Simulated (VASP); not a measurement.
A run of VASP 6.6.1:

File INCAR:

```
SYSTEM = Yb
PREC = Accurate
ENCUT = 520
EDIFF = 1E-6
ISMEAR = -1
SIGMA = 0.1
LREAL = .FALSE.
LASPH = .TRUE.
NELM = 60
ALGO = Normal
ISIF = 2
LWAVE = .FALSE.
LCHARG = .FALSE.
GGA = B5
ALDAX = 1.0
AGGAX = 1.0
AGGAC = 1.0
ALDAC = 0.0
NBANDS = 18
```

The input KPOINTS:

```
regular mesh
0
G
  17 17 17
  0 0 0
```

File POSCAR:

```
Yb
1.0
    0.0000000000      2.6520510477      2.6520510477
    2.6520510477      0.0000000000      2.6520510477
    2.6520510477      2.6520510477      0.0000000000
Yb
1
Direct
    0.0000000000      0.0000000000      0.0000000000
```

Potentials or basis: VASP PAW PBE potentials, release 64 (Yb).

Run with:

```bash
$ cat potpaw_PBE.64/Yb/POTCAR > POTCAR
$ mpirun -np 1 vasp_std > vasp.out
```

Hardware: 1 thread of Intel(R) Xeon(R) 6975P-C (Granite Rapids) (shared host).

Estimate the wall time of this run.

Run time: 89 s on 1 thread of Intel(R) Xeon(R) 6975P-C (Granite Rapids) (shared host), peak memory 0.25 GiB. Counts: scf iterations 19, k points 165.
